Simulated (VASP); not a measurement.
# Ta (Im-3m) in VASP: further runs, part 2 of 2

VASP 6.6.1. Earlier steps stand in the parts before.

## 5. Single point, LDA (volume scaled by 0.95)

Contents of INCAR:

```
SYSTEM = Ta
  ALGO = Normal
  EDIFF = 1E-7
  ENCUT = 520
  ISIF = 2
  ISMEAR = -1
  LASPH = .TRUE.
  LCHARG = .FALSE.
  LREAL = .FALSE.
  LWAVE = .FALSE.
  NBANDS = 12
  NELM = 80
  PREC = Accurate
  SIGMA = 0.05
```

Contents of KPOINTS:

```
k-points
0
G
  16 16 16
  0 0 0
```

Contents of POSCAR:

```
Ta
1.0
   -1.5989467467      1.5989467467      1.5989467467
    1.5989467467     -1.5989467467      1.5989467467
    1.5989467467      1.5989467467     -1.5989467467
Ta
1
Direct
    0.0000000000      0.0000000000      0.0000000000
```

Potentials or basis: VASP PAW LDA potentials, release 64 (Ta_pv).

The run is started by

```bash
cat potpaw_LDA.64/Ta_pv/POTCAR > POTCAR
mpirun -np 1 vasp_std > vasp.out
```

OUTCAR:

```text
SYSTEM = Ta
   EDIFF = 1E-7
   ENCUT = 520
   ISIF = 2
   ISMEAR = -1
   LASPH = .TRUE.
   LREAL = .FALSE.
   NELM = 80
   PREC = Accurate

 ion  position               nearest neighbor table
   1  0.000  0.000  0.000-

  LATTYP: Found a body centered cubic cell.
 ALAT       =     3.1978934934

  Lattice vectors:

 A1 = (  -1.5989467467,   1.5989467467,   1.5989467467)
 A2 = (   1.5989467467,  -1.5989467467,   1.5989467467)
 A3 = (   1.5989467467,   1.5989467467,  -1.5989467467)

Analysis of symmetry for initial positions (statically):
=====================================================================
 Subroutine PRICEL returns:
 Original cell was already a primitive cell.

 Routine SETGRP: Setting up the symmetry group for a
 body centered cubic supercell.

 Subroutine GETGRP returns: Found 48 space group operations
 (whereof 48 operations were pure point group operations)
 out of a pool of 48 trial point group operations.

The static configuration has the point symmetry O_h .

Analysis of symmetry for dynamics (positions and initial velocities):
=====================================================================
 Subroutine PRICEL returns:
 Original cell was already a primitive cell.

 Routine SETGRP: Setting up the symmetry group for a
 body centered cubic supercell.

 Subroutine GETGRP returns: Found 48 space group operations
 (whereof 48 operations were pure point group operations)
 out of a pool of 48 trial point group operations.

The dynamic configuration has the point symmetry O_h .

 Subroutine INISYM returns: Found 48 space group operations
 (whereof 48 operations are pure point group operations),
 and found     1 'primitive' translations

----------------------------------------------------------------------------------------

                                     Primitive cell

  volume of cell :      16.3517

  direct lattice vectors                    reciprocal lattice vectors
    -1.598946747  1.598946747  1.598946747     0.000000000  0.312705849  0.312705849
     1.598946747 -1.598946747  1.598946747     0.312705849  0.000000000  0.312705849
     1.598946747  1.598946747 -1.598946747     0.312705849  0.312705849  0.000000000

  length of vectors
     2.769457004  2.769457004  2.769457004     0.442232853  0.442232853  0.442232853

  position of ions in fractional coordinates (direct lattice)
     0.000000000  0.000000000  0.000000000

  ion indices of the primitive-cell ions
   primitive index   ion index
                 1           1

----------------------------------------------------------------------------------------

 KPOINTS: k-points

Automatic generation of k-mesh.
 Grid dimensions read from file:
 generate k-points for:   16   16   16

 Generating k-lattice:

  Cartesian coordinates                     Fractional coordinates (reciprocal lattice)
     0.000000000  0.019544116  0.019544116     0.062500000  0.000000000  0.000000000
     0.019544116  0.000000000  0.019544116     0.000000000  0.062500000  0.000000000
     0.019544116  0.019544116  0.000000000     0.000000000  0.000000000  0.062500000

  Length of vectors
     0.027639553  0.027639553  0.027639553

  Shift w.r.t. Gamma in fractional coordinates (k-lattice)
     0.000000000  0.000000000  0.000000000

 Subroutine IBZKPT returns following result:
 ===========================================

 Found    145 irreducible k-points:

 Following reciprocal coordinates:
            Coordinates               Weight
  0.000000  0.000000  0.000000      1.000000
  0.062500  0.000000  0.000000     12.000000
  0.125000  0.000000  0.000000     12.000000
  0.187500  0.000000  0.000000     12.000000
  0.250000  0.000000  0.000000     12.000000
  0.312500  0.000000  0.000000     12.000000
[... 16 lines left out ...]
  0.187500  0.187500  0.000000     24.000000
  0.250000  0.187500  0.000000     48.000000
 [... further k-points ...]
   k-points           NKPTS =    145   k-points in BZ     NKDIM =    145   number of bands    NBANDS=     12
   number of dos      NEDOS =    301   number of ions     NIONS =      1
   total plane-waves  NPLWV =  13824
   dimension x,y,z NGX =    24 NGY =   24 NGZ =   24
   dimension x,y,z NGXF=    48 NGYF=   48 NGZF=   48
   ions per type =               1
   NGX,Y,Z   is equivalent  to a cutoff of  14.41, 14.41, 14.41 a.u.
   NGXF,Y,Z  is equivalent  to a cutoff of  28.81, 28.81, 28.81 a.u.
 SYSTEM =  Ta
   PREC   = accura    normal or accurate (medium, high low for compatibility)
   ISTART =      0    job   : 0-new  1-cont  2-samecut
   ICHARG =      2    charge: 1-file 2-atom 10-const
   ISPIN  =      1    spin polarized calculation?
   LNONCOLLINEAR =      F non collinear calculations
   LSORBIT =      F    spin-orbit coupling
   LASPH  =      T    aspherical Exc in radial PAW
   ENCUT  =  520.0 eV  38.22 Ry    6.18 a.u.   5.15  5.15  5.15*2*pi/ulx,y,z
   NELM   =     80;   NELMIN=  2; NELMDL= -5     # of ELM steps
   EDIFF  = 0.1E-06   stopping-criterion for ELM
   LREAL  =      F    real-space projection
   EDIFFG = 0.1E-05   stopping-criterion for IOM
   NSW    =      0    number of steps for IOM
   IBRION =     -1    ionic relax: 0-MD 1-quasi-New 2-CG
   NFREE  =      0    steps in history (QN), initial steepest desc. (CG)
   ISIF   =      2    stress and relaxation
   ISYM   =      2    0-nonsym 1-usesym 2-fastsym
   POTIM  = 0.5000    time-step for ionic-motion
   TEBEG  =    0.0;   TEEND  =   0.0 temperature during run
   PSTRESS=    0.0 pullay stress
   NELECT =      11.0000    total number of electrons
   NUPDOWN=      -1.0000    fix difference up-down
   EMIN   =  10.00;   EMAX   =-10.00  energy-range for DOS
   EFERMI =   0.00;   METHOD = LEGACY
   ISMEAR =    -1;   SIGMA  =   0.05  broadening in eV -4-tet -1-fermi 0-gaus
   EFERMI_NEDOS =   21; number of points for ismear=-14 and -15
   IALGO  =     38    algorithm
   IMIX   =      4    mixing-type and parameters
     AMIX     =   0.40;   BMIX     =  1.00
     AMIX_MAG =   1.60;   BMIX_MAG =  1.00
  volume/ion in A,a.u.               =      16.35       110.35
  Fermi-wavevector in a.u.,A,eV,Ry     =   1.434449  2.710715 27.995939  2.057643
  Thomas-Fermi vector in A             =   2.553856
   LORBIT       =      0    0 simple, 1 ext, 2 COOP (PROOUT), +10 PAW based schemes
   GGA     = CA    functional components
   LHFCALC =     F    Hartree Fock is set to
   AEXX    =    0.0000 exact exchange contribution
   IVDW    =     0    specifies the selected vdW correction
   LEPSILON=     F    determine dielectric tensor
   LRPA    =     F    only Hartree local field effects (RPA)
 non-spin polarized calculation
  energy-cutoff  :      520.00
  volume of cell :       16.35
 maximum number of plane-waves:       466
 NGX is ok and might be reduce to    24
   NGX = 11   NGY = 11   NGZ = 11

 number of electron      11.0000000 magnetization

 Free energy of the ion-electron system (eV)
  ---------------------------------------------------
  ext. energy  EPLUGINS =         0.00000000
  ---------------------------------------------------
  free energy    TOTEN  =       -12.79328206 eV

  energy without entropy =      -12.78294088  energy(sigma->0) =      -12.78811147

 E-fermi :   6.2403     XC(G=0): -13.2932

 val. band max:        6.2400809274   @ k =  -0.3750   0.5000   0.0625
 cond. band min:       6.2476424741   @ k =   0.3125   0.1875   0.0625
 fundamental gap:      0.0075615467
 Fermi energy:         6.2402735590

 k-point     1 :       0.0000    0.0000    0.0000
  band No.  band energies     occupation
      1     -26.2787      2.00000
      2     -26.2787      2.00000
      3     -26.2787      2.00000
      4      -1.9637      2.00000
      5       6.8910      0.00000
      6       6.8910      0.00000
      7       6.8910      0.00000
      8      10.5055      0.00000
      9      10.5055      0.00000
     10      20.2526      0.00000
     11      21.7554      0.00000
     12      21.7554      0.00000

 k-point     2 :       0.0625    0.0000    0.0000
  band No.  band energies     occupation
      1     -26.3481      2.00000
      2     -26.2994      2.00000
      3     -26.2793      2.00000
      4      -1.7644      2.00000
      5       6.7609      0.00006
      6       6.8554      0.00001
      7       7.0861      0.00000
      8      10.2883      0.00000
      9      10.5044      0.00000
     10      20.2524      0.00000
     11      21.9397      0.00000
     12      22.0962      0.00000
[... 316 lines left out ...]
 k-point    24 :       0.2500    0.1875    0.0000
  band No.  band energies     occupation
      1     -27.5670      2.00000
      2     -26.8124      2.00000
      3     -26.4224      2.00000
      4       2.4186      2.00000
      5       4.7461      2.00000
      6       5.6179      1.99999
      7       9.8000      0.00000
      8      11.5426      0.00000
      9      13.7800      0.00000
     10      20.1546      0.00000
     11      20.4248      0.00000
     12      23.1396      0.00000

 [... further k-points ...]
[... 5 lines left out ...]
  --------------------------------------------------------------------------------------
  -------------------------------------------------------------------------------------
  Total        1.3343225      1.3343225      1.3343225     -0.0000000      0.0000000      0.0000000
  in kB      130.7402739    130.7402739    130.7402739     -0.0000000      0.0000000      0.0000000
  external PRESSURE =     130.7402739 kB  Pullay stress =       0.0000000 kB

 VOLUME and BASIS-vectors are now :
 -----------------------------------------------------------------------------
  energy-cutoff  :      520.00
  volume of cell :       16.35
      direct lattice vectors                 reciprocal lattice vectors
    -1.598946747  1.598946747  1.598946747     0.000000000  0.312705849  0.312705849
     1.598946747 -1.598946747  1.598946747     0.312705849  0.000000000  0.312705849
     1.598946747  1.598946747 -1.598946747     0.312705849  0.312705849  0.000000000

 POSITION                                       TOTAL-FORCE (eV/Angst)
 -----------------------------------------------------------------------------------
      0.00000      0.00000      0.00000         0.000000     -0.000000      0.000000
 -----------------------------------------------------------------------------------
    total drift:                                0.000000      0.000000     -0.000000

  FREE ENERGIE OF THE ION-ELECTRON SYSTEM (eV)
  ---------------------------------------------------
  free  energy   TOTEN  =       -12.7932820641 eV

  energy  without entropy=      -12.7829408826  energy(sigma->0) =      -12.78811147
```

Wall time 7.5 s (1 thread of Intel Xeon 6975P-C (Granite Rapids), shared host); peak memory 0.15 GiB.

What came out:

```yaml
Free_energy: -12.7933 eV
Pressure: 13.1 GPa
```

Levels at points of the mesh, in eV from the Fermi level:
| k point | band 2 | band 3 | band 4 | band 5 | band 6 | band 7 | band 8 | band 9 |
| --- | --- | --- | --- | --- | --- | --- | --- | --- |
| (0.00, 0.00, 0.00) | -32.52 | -32.52 | -8.20 | 0.65 | 0.65 | 0.65 | 4.27 | 4.27 |
| (0.50, 0.00, 0.00) | -33.04 | -32.53 | -4.83 | -1.90 | 2.24 | 4.22 | 5.35 | 8.74 |
| (0.50, 0.50, 0.50) | -33.64 | -33.64 | -4.45 | -4.45 | 7.60 | 7.60 | 7.60 | 9.68 |

Caveat: spin-orbit coupling is left out, which moves the levels of the heavy elements.

## 6. Overview

```tsv
cell	gap on the mesh (eV)	pressure (GPa)
a = 2.560 Å, angles 109.5°, 1 atom	none	110.4
a = 2.669 Å, angles 109.5°, 1 atom	none	49.1
a = 2.769 Å, angles 109.5°, 1 atom	none	13.1
```

Alike in all rows: task single point; level LDA; potentials or basis VASP PAW LDA potentials, release 64 (Ta_pv); no spin polarisation; k mesh 16 × 16 × 16; cutoff (eV) 520; smearing fermi-dirac 0.05 eV.

Caveats: spin-orbit coupling is left out, which moves the levels of the heavy elements.

Total energies depend on the potentials used, so only differences within one code and one set of settings carry meaning.
